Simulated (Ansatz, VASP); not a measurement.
One calculation of BaF2, two programs

The input POSCAR:

```
BaF2
1.0
    0.0000000000      3.1973441737      3.1973441737
    3.1973441737      0.0000000000      3.1973441737
    3.1973441737      3.1973441737      0.0000000000
Ba F
1 2
Direct
    0.0000000000      0.0000000000      0.0000000000
    0.2500000000      0.2500000000      0.2500000000
    0.7500000000      0.7500000000      0.7500000000
```

INCAR.step1

```
  PREC = Accurate
  ENCUT = 660
  ISMEAR = 0
  SIGMA = 0.02
  LREAL = False
  LASPH = True
  NELM = 120
  NBANDS = 19
  GGA = PE
  ALGO = Normal
  EDIFF = 1E-5
  LWAVE = True
  LCHARG = False
  GGA_COMPAT = False
```

File INCAR.step2:

```
  PREC = Accurate
  ENCUT = 660
  EDIFF = 1E-6
  ISMEAR = 0
  SIGMA = 0.02
  LREAL = False
  LASPH = True
  NELM = 120
  ALGO = Normal
  ISIF = 2
  LWAVE = False
  LCHARG = True
  METAGGA = R2SCAN
  LMIXTAU = True
  LELF = True
  LVHAR = True
  NBANDS = 19
  ISTART = 1
  GGA_COMPAT = False
```

File KPOINTS:

```
Automatic mesh
0
Gamma
  6 6 6
```

Input for Ansatz:

```yaml
crystal:
  lattice:
    - [0.0, 3.1973441743, 3.1973441743]
    - [3.1973441743, 0.0, 3.1973441743]
    - [3.1973441743, 3.1973441743, 0.0]
  atoms:
    - { symbol: Ba, position: [0.0, 0.0, 0.0] }
    - { symbol: F, position: [0.25, 0.25, 0.25] }
    - { symbol: F, position: [0.75, 0.75, 0.75] }
basis:
  ecutwfc: 500
kpoints:
  mp_grid: { grid: [6, 6, 6] }
hamiltonian:
  xc: r2scan
scf:
  occupations: { method: gaussian, width: 0.02 }
output:
  forces: true
  stress: true
  eigenvalues: true
```

Alike in both runs: task single point; functional r2SCAN; k mesh 6 × 6 × 6; occupations gaussian, width 0.02 eV; no spin polarisation.

|  | VASP | Ansatz |
| --- | --- | --- |
| version | VASP 6.6.1 | Ansatz 0.2.0 |
| potentials or method | VASP PAW PBE potentials, release 64 (Ba_sv, F), cutoff 660 eV | scalar-relativistic, plane waves, PAW |
| valence electrons in the cell | 24 | 24 |

|  | VASP | Ansatz | Ansatz less VASP |
| --- | --- | --- | --- |
| gap on the k mesh at the Fermi level (eV) | 6.95 | 7.01 | +0.065 |
| least direct gap on the mesh (eV) | 6.99 | 7.06 | +0.072 |
| pressure (GPa) | -4.1 | -4.6 | -0.57 |

VASP's potentials were made for PBE, not for r2SCAN.

Spin-orbit coupling is off throughout.
